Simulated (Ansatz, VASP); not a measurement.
## Ta in VASP and in Ansatz

```
Ta
1.0
     0.00000    3.05330    3.05330
     3.05330    0.00000    3.05330
     3.05330    3.05330    0.00000
Ta
2
Direct
  0.00000 0.00000 0.00000
  0.25000 0.25000 0.25000
```

Alike in both runs: task electric field gradients; functional PBE; k mesh 9 × 9 × 9; occupations fermi-dirac, width 0.03 eV; no spin polarisation.

|  | VASP | Ansatz |
| --- | --- | --- |
| version | VASP 6.6.1 | Ansatz 0.2.0 |
| potentials or method | VASP PAW PBE potentials, release 64 (Ta_pv) | PAW with Ansatz's default frozen-core files, scalar-relativistic |
| plane-wave cutoff (eV) | 520 | 420 |
| valence electrons in the cell | 22 | 26 |

```tsv
	VASP	Ansatz	Ansatz less VASP
pressure (GPa)	0.0	0.0	-0.05
```

With one functional, cell and mesh, what is left measures potentials, basis and numerics. VASP's potentials hold 22 valence electrons a cell and Ansatz's 26, so a difference there can come from the potentials and not from the codes.

Neither program's run includes spin-orbit coupling.
